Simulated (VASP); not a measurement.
# Sb (Im-3m) in VASP: notebook, part 2 of 2

VASP 6.6.1. Earlier steps stand in the parts before.

## Step 4: Relaxation of cell and atoms, PBE, target pressure 0.11 GPa, at which the enthalpy is minimised

Contents of INCAR:

```
PREC = Accurate
ENCUT = 600
EDIFF = 1E-7
ISMEAR = -1
SIGMA = 0.08
LREAL = False
LASPH = True
NELM = 80
ALGO = Normal
ISIF = 3
LWAVE = False
LCHARG = False
GGA = PE
IBRION = 2
NSW = 32
EDIFFG = -0.005
PSTRESS = 1.1
```

Contents of KPOINTS:

```
regular mesh
0
Gamma
  14 14 14
```

Contents of POSCAR:

```
Sb
1.0
   -1.8930975138      1.8930975138      1.8930975138
    1.8930975138     -1.8930975138      1.8930975138
    1.8930975138      1.8930975138     -1.8930975138
Sb
1
Direct
    0.0000000000      0.0000000000      0.0000000000
```

Potentials or basis: VASP PAW PBE potentials, release 64 (Sb).

Started as:

```sh
$ cat potpaw_PBE.64/Sb/POTCAR > POTCAR
$ mpirun -np 1 vasp_std > vasp.out
```

OUTCAR:

```text
PREC = Accurate
   ENCUT = 600
   EDIFF = 1E-7
   ISMEAR = -1
   LREAL = False
   LASPH = True
   NELM = 80
   ISIF = 3
   GGA = PE
   IBRION = 2
   NSW = 32
   EDIFFG = -0.005
   PSTRESS = 1.1

 ion  position               nearest neighbor table
   1  0.000  0.000  0.000-

  LATTYP: Found a body centered cubic cell.
 ALAT       =     3.7861950276

  Lattice vectors:

 A1 = (  -1.8930975138,   1.8930975138,   1.8930975138)
 A2 = (   1.8930975138,  -1.8930975138,   1.8930975138)
 A3 = (   1.8930975138,   1.8930975138,  -1.8930975138)

Analysis of symmetry for initial positions (statically):
=====================================================================
 Subroutine PRICEL returns:
 Original cell was already a primitive cell.

 Routine SETGRP: Setting up the symmetry group for a
 body centered cubic supercell.

 Subroutine GETGRP returns: Found 48 space group operations
 (whereof 48 operations were pure point group operations)
 out of a pool of 48 trial point group operations.

The static configuration has the point symmetry O_h .

Analysis of symmetry for dynamics (positions and initial velocities):
=====================================================================
 Subroutine PRICEL returns:
 Original cell was already a primitive cell.

 Routine SETGRP: Setting up the symmetry group for a
 body centered cubic supercell.

 Subroutine GETGRP returns: Found 48 space group operations
 (whereof 48 operations were pure point group operations)
 out of a pool of 48 trial point group operations.

The dynamic configuration has the point symmetry O_h .

 Subroutine INISYM returns: Found 48 space group operations
 (whereof 48 operations are pure point group operations),
 and found     1 'primitive' translations

[... 114 lines left out ...]
  Fermi-wavevector in a.u.,A,eV,Ry     =   0.931548  1.760370 11.806884  0.867781
  Thomas-Fermi vector in A             =   2.058053
   LORBIT       =      0    0 simple, 1 ext, 2 COOP (PROOUT), +10 PAW based schemes
   GGA     = PE    functional components
   LHFCALC =     F    Hartree Fock is set to
   AEXX    =    0.0000 exact exchange contribution
   IVDW    =     0    specifies the selected vdW correction
   LEPSILON=     F    determine dielectric tensor
   LRPA    =     F    only Hartree local field effects (RPA)
 conjugate gradient relaxation of ions
 non-spin polarized calculation
  energy-cutoff  :      600.00
  volume of cell :       27.14
 maximum number of plane-waves:       937
 NGX is ok and might be reduce to    28
   NGX = 13   NGY = 13   NGZ = 13

--------------------------------------- Ionic step        1  -------------------------------------------

 number of electron       5.0000000 magnetization

 Free energy of the ion-electron system (eV)
  ---------------------------------------------------
  ext. energy  EPLUGINS =         0.00000000
  ---------------------------------------------------
  free energy    TOTEN  =        -3.91723959 eV

  energy without entropy =       -3.90660272  energy(sigma->0) =       -3.91192116

------------------------ aborting loop because EDIFF is reached ----------------------------------------

  FORCE on cell =-STRESS in cart. coord.  units (eV):
  Direction    XX          YY          ZZ          XY          YZ          ZX
  --------------------------------------------------------------------------------------
  -------------------------------------------------------------------------------------
  Total       -0.0041523     -0.0041523     -0.0041523     -0.0000000     -0.0000000      0.0000000
  in kB       -0.2451423     -0.2451423     -0.2451423     -0.0000000     -0.0000000      0.0000000
  external PRESSURE =      -1.3451423 kB  Pullay stress =       1.1000000 kB
[... 61 lines left out ...]
--------------------------------------- Ionic step        3  -------------------------------------------

 number of electron       5.0000000 magnetization

 Free energy of the ion-electron system (eV)
  ---------------------------------------------------
  ext. energy  EPLUGINS =         0.00000000
  ---------------------------------------------------
  free energy    TOTEN  =        -3.91722361 eV

  energy without entropy =       -3.90663849  energy(sigma->0) =       -3.91193105

 E-fermi :   8.3619     XC(G=0): -10.2059

 val. band max:        8.3255812281   @ k =   0.3571   0.1429   0.0000
 cond. band min:       8.3922605784   @ k =  -0.3571   0.3571   0.2857
 fundamental gap:      0.0666793503
 Fermi energy:         8.3618719359

 k-point     1 :       0.0000    0.0000    0.0000
  band No.  band energies     occupation
      1      -4.4228      2.00000
      2      13.8195      0.00000
      3      13.8195      0.00000
      4      13.8195      0.00000
      5      18.8990      0.00000
      6      18.8990      0.00000
[... 199 lines left out ...]
 k-point    24 :       0.3571    0.2857    0.0000
  band No.  band energies     occupation
      1       0.3197      2.00000
      2       4.1798      2.00000
      3       5.3159      2.00000
      4      10.7603      0.00000
      5      17.1516      0.00000
      6      19.0284      0.00000

 [... further k-points ...]
[... 5 lines left out ...]
  --------------------------------------------------------------------------------------
  -------------------------------------------------------------------------------------
  Total        0.0196657      0.0196657      0.0196657      0.0000000     -0.0000000      0.0000000
  in kB        1.1636604      1.1636604      1.1636604      0.0000000     -0.0000000      0.0000000
  external PRESSURE =       0.0636604 kB  Pullay stress =       1.1000000 kB
[... 20 lines left out ...]
  energy  without entropy=       -3.9066384900  energy(sigma->0) =       -3.91193105

  enthalpy is  TOTEN    =        -3.8986338075 eV   P V=        0.0185898018

 reached required accuracy - stopping structural energy minimisation
```

OSZICAR:

```text
N       E                     dE             d eps       ncg     rms          rms(c)
DAV:   1     0.913717712717E+01    0.91372E+01   -0.18384E+03  1248   0.629E+02
DAV:   2    -0.372555519063E+01   -0.12863E+02   -0.12286E+02  1806   0.786E+01
DAV:   3    -0.391953763109E+01   -0.19398E+00   -0.19331E+00  1446   0.107E+01
[... 16 lines left out ...]
       N       E                     dE             d eps       ncg     rms          rms(c)
DAV:   1    -0.391723067469E+01   -0.31665E-04   -0.20580E-04  1338   0.825E-02    0.110E-02
DAV:   2    -0.391722632287E+01    0.43518E-05   -0.31824E-06  1302   0.152E-02    0.620E-03
DAV:   3    -0.391722359785E+01    0.27250E-05   -0.41527E-06  1266   0.118E-02    0.214E-03
DAV:   4    -0.391722360933E+01   -0.11478E-07   -0.22431E-08   804   0.166E-03
   3 F= -.38986338E+01 E0= -.38933412E+01  d E =-.262874E-04
```

CONTCAR:

```text
Sb
   1.00000000000000
    -1.8916649701900705    1.8916649701900705    1.8916649701900705
     1.8916649701900705   -1.8916649701900705    1.8916649701900705
     1.8916649701900705    1.8916649701900705   -1.8916649701900705
  Sb
     1
Direct
     0.0000000000000000    0.0000000000000000    0.0000000000000000

  0.00000000E+00  0.00000000E+00  0.00000000E+00
```

Run time: 62 s. Hardware: 1 thread of AMD EPYC 7R13, shared host; peak memory 0.14 GiB.

What came out:

```
Free energy                                                : -3.9172 eV
Relaxed volume                                             : 27.08 Å³/atom
Relaxed cell                                               : a = 3.276 Å, b = 3.276 Å, c = 3.276 Å, α = 109.47°, β = 109.47°, γ = 109.47°
Space group after relaxing (to 0.1 Å)                      : Im-3m (No. 229)
Energy change on relaxing (the run minimises the enthalpy) : +0.0 meV/atom
Ionic steps                                                : 3
Pressure after relaxing                                    : 0.1 GPa
Band gap on the k mesh                                     : zero (an odd number of electrons rules out a gap without spin polarisation)
```

Final structure:
```xyz
1
Lattice="-1.8917 1.8917 1.8917 1.8917 -1.8917 1.8917 1.8917 1.8917 -1.8917" Properties=species:S:1:pos:R:3 pbc="T T T"
Sb    0.0000    0.0000    0.0000
```

Caveat: the cell is relaxed towards a set pressure, so the run minimises the enthalpy, not the energy; spin-orbit coupling is left out, which moves the levels of the heavy elements.

## Step 5: Relaxation of cell and atoms, PBE, target pressure 0.11 GPa, at which the enthalpy is minimised

This run uses another cell than the first one, of 27.42 Å³/atom.

Contents of INCAR:

```
SYSTEM = Sb
PREC = Accurate ; ENCUT = 600
EDIFF = 1E-6 ; ISMEAR = -1
SIGMA = 0.08 ; LREAL = .False.
LASPH = .True. ; NELM = 60
ALGO = Normal ; ISIF = 3
LWAVE = .False. ; LCHARG = .False.
GGA = PE ; IBRION = 2
NSW = 60 ; EDIFFG = -0.005
PSTRESS = 1.1
```

Contents of KPOINTS:

```
Automatic mesh
0
Gamma
  14 14 14
  0 0 0
```

Contents of POSCAR:

```
Sb
1.0
   -1.8995666876      1.8995666876      1.8995666876
    1.8995666876     -1.8995666876      1.8995666876
    1.8995666876      1.8995666876     -1.8995666876
Sb
1
Direct
    0.0000000000      0.0000000000      0.0000000000
```

Potentials or basis: VASP PAW PBE potentials, release 64 (Sb).

Started as:

```sh
$ cat potpaw_PBE.64/Sb/POTCAR > POTCAR
$ mpirun -np 1 vasp_std > vasp.out
```

OUTCAR:

```text
SYSTEM = Sb
   PREC = Accurate
   ENCUT = 600
   EDIFF = 1E-6
   ISMEAR = -1
   LREAL = .False.
   LASPH = .True.
   NELM = 60
   ISIF = 3
   GGA = PE
   IBRION = 2
   NSW = 60
   EDIFFG = -0.005
   PSTRESS = 1.1

 ion  position               nearest neighbor table
   1  0.000  0.000  0.000-

  LATTYP: Found a body centered cubic cell.
 ALAT       =     3.7991333752

  Lattice vectors:

 A1 = (  -1.8995666876,   1.8995666876,   1.8995666876)
 A2 = (   1.8995666876,  -1.8995666876,   1.8995666876)
 A3 = (   1.8995666876,   1.8995666876,  -1.8995666876)

Analysis of symmetry for initial positions (statically):
=====================================================================
 Subroutine PRICEL returns:
 Original cell was already a primitive cell.

[... 245 lines left out ...]
  ---------------------------------------------------
  ext. energy  EPLUGINS =         0.00000000
  ---------------------------------------------------
  free energy    TOTEN  =        -3.91723146 eV

  energy without entropy =       -3.90664565  energy(sigma->0) =       -3.91193855

 E-fermi :   8.3616     XC(G=0): -10.2057

 val. band max:        8.3253106084   @ k =   0.3571   0.1429   0.0000
 cond. band min:       8.3919452181   @ k =  -0.3571   0.3571   0.2857
 fundamental gap:      0.0666346097
 Fermi energy:         8.3615893405

 k-point     1 :       0.0000    0.0000    0.0000
  band No.  band energies     occupation
      1      -4.4229      2.00000
      2      13.8191      0.00000
      3      13.8191      0.00000
      4      13.8191      0.00000
      5      18.8988      0.00000
      6      18.8988      0.00000
[... 199 lines left out ...]
 k-point    24 :       0.3571    0.2857    0.0000
  band No.  band energies     occupation
      1       0.3194      2.00000
      2       4.1797      2.00000
      3       5.3157      2.00000
      4      10.7600      0.00000
      5      17.1512      0.00000
      6      19.0281      0.00000

 [... further k-points ...]
[... 5 lines left out ...]
  --------------------------------------------------------------------------------------
  -------------------------------------------------------------------------------------
  Total        0.0195954      0.0195954      0.0195954     -0.0000000     -0.0000000     -0.0000000
  in kB        1.1594650      1.1594650      1.1594650     -0.0000000     -0.0000000     -0.0000000
  external PRESSURE =       0.0594650 kB  Pullay stress =       1.1000000 kB
[... 20 lines left out ...]
  energy  without entropy=       -3.9066456483  energy(sigma->0) =       -3.91193855

  enthalpy is  TOTEN    =        -3.8986410613 eV   P V=        0.0185903947

 reached required accuracy - stopping structural energy minimisation
```

OSZICAR:

```text
N       E                     dE             d eps       ncg     rms          rms(c)
DAV:   1     0.908294683950E+01    0.90829E+01   -0.18042E+03  1248   0.624E+02
DAV:   2    -0.371485170721E+01   -0.12798E+02   -0.12251E+02  1806   0.775E+01
DAV:   3    -0.391912537275E+01   -0.20427E+00   -0.20313E+00  1500   0.105E+01
[... 15 lines left out ...]
       N       E                     dE             d eps       ncg     rms          rms(c)
DAV:   1    -0.391746181376E+01   -0.55032E-03   -0.75235E-03  1338   0.500E-01    0.698E-02
DAV:   2    -0.391731396167E+01    0.14785E-03   -0.11482E-04  1296   0.914E-02    0.393E-02
DAV:   3    -0.391723145904E+01    0.82503E-04   -0.14970E-04  1266   0.708E-02    0.127E-02
DAV:   4    -0.391723145607E+01    0.29695E-08   -0.84359E-07  1212   0.993E-03
   3 F= -.38986411E+01 E0= -.38933482E+01  d E =-.807665E-03
```

Run time: 45 s. Hardware: 1 thread of AMD EPYC 7R13, shared host; peak memory 0.14 GiB.

Results:

| Item | Value |
| --- | --- |
| Free energy | -3.9172 eV |
| Relaxed volume | 27.08 Å³/atom |
| Relaxed cell | a = 3.276 Å, b = 3.276 Å, c = 3.276 Å, α = 109.47°, β = 109.47°, γ = 109.47° |
| Space group after relaxing (to 0.1 Å) | Im-3m (No. 229) |
| Energy change on relaxing (the run minimises the enthalpy) | -0.6 meV/atom |
| Ionic steps | 3 |
| Pressure after relaxing | 0.1 GPa |
| Band gap on the k mesh | zero (an odd number of electrons rules out a gap without spin polarisation) |

Step by step:
```csv
step,energy change (eV),largest force (eV/Å),pressure (GPa),volume (Å³)
1,0.0000,0.0000,-0.64,27.42
2,-0.0003,0.0000,0.51,26.91
3,-0.0006,0.0000,0.12,27.08
```

Final structure:
```xyz
1
Lattice="-1.8917 1.8917 1.8917 1.8917 -1.8917 1.8917 1.8917 1.8917 -1.8917" Properties=species:S:1:pos:R:3 pbc="T T T"
Sb    0.0000    0.0000    0.0000
```

Caveat: the cell is relaxed towards a set pressure, so the run minimises the enthalpy, not the energy; spin-orbit coupling is left out, which moves the levels of the heavy elements.

## Step 6: Overview

```tsv
task	cell	cutoff (eV)	gap on the mesh (eV)	pressure (GPa)
single point	a = 3.279 Å, angles 109.5°, 1 atom	520	none	0.0
relaxation of cell and atoms	relaxed to 0.11 GPa from a = 3.279 Å, angles 109.5°, 1 atom	600	none	0.1
relaxation of cell and atoms	relaxed to 0.11 GPa from a = 3.290 Å, angles 109.5°, 1 atom	600	none	0.1
```

Alike in all rows: level PBE; potentials or basis VASP PAW PBE potentials, release 64 (Sb); no spin polarisation; k mesh 14 × 14 × 14; smearing fermi-dirac 0.08 eV.

Caveats: spin-orbit coupling is left out, which moves the levels of the heavy elements; the cell is relaxed towards a set pressure, so the run minimises the enthalpy, not the energy (at least some runs).

Absolute energies hang on the potentials; compare differences alone.
